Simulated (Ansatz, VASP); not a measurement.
## MoS2 in VASP and in Ansatz

```xyz
3
Lattice="1.5876 0.9166 6.1939 -1.5876 0.9166 6.1939 0.0000 -1.8332 6.1939" Properties=species:S:1:pos:R:3 pbc="T T T"
Mo    0.0000    0.0000   -0.0003
S     0.0000    0.0000    7.7486
S     0.0000    0.0000    4.6395
```

Alike in both runs: task single point; functional PBE; k mesh 2 × 2 × 2; no spin polarisation.

|  | VASP | Ansatz |
| --- | --- | --- |
| version | VASP 6.6.1 | Ansatz 0.2.0 |
| potentials or method | VASP PAW PBE potentials, release 64 (Mo_sv, S) | plane waves |
| plane-wave cutoff (eV) | 500 | 420 |
| occupations | gaussian, width 0.01 eV | fixed |
| valence electrons in the cell | 26 | 26 |

|  | VASP | Ansatz | Ansatz less VASP |
| --- | --- | --- | --- |
| gap on the k mesh at the Fermi level (eV) | 1.31 | 1.30 | -0.013 |
| pressure (GPa) | 4.9 | 5.0 | +0.10 |
| traceless stress, the component that is largest in VASP (GPa) | 5.16 | 5.23 | +0.072 |
| rms of the force components (eV/Å) | 0.224 | 0.229 | +0.0052 |

Atom by atom the forces differ by 0.005 eV/Å (rms over components).

The k mesh is coarse, so the values compare programs but aren't converged.
